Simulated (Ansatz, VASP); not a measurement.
Bi: VASP beside Ansatz

```
Bi
1.0
    -1.98143    1.98143    1.98143
     1.98143   -1.98143    1.98143
     1.98143    1.98143   -1.98143
Bi
1
Direct
  0.00000 0.00000 0.00000
```

Alike in both runs: task relaxation of cell and atoms; functional PBEsol; dispersion D3(BJ); k mesh 9 × 9 × 9; occupations fermi-dirac, width 0.05 eV; no spin polarisation.

|  | VASP | Ansatz |
| --- | --- | --- |
| version | VASP 6.6.1 | Ansatz 0.2.0 |
| potentials or method | VASP PAW PBE potentials, release 64 (Bi_d) | Ansatz PAW |
| plane-wave cutoff (eV) | 600 | 420 |
| valence electrons in the cell | 15 | 15 |

```csv
,VASP,Ansatz,Ansatz less VASP
relaxed volume (Å³/atom),28.54,28.52,-0.019
relaxed cell length with the largest relative difference (Å),3.334,3.334,-0.0007
```

VASP's potentials were made for PBE, not for PBEsol.

Neither program's run includes spin-orbit coupling. Noted on Ansatz's run: the plane-wave basis is chosen anew once the cell has moved, so the energies of steps on either side of that aren't comparable.
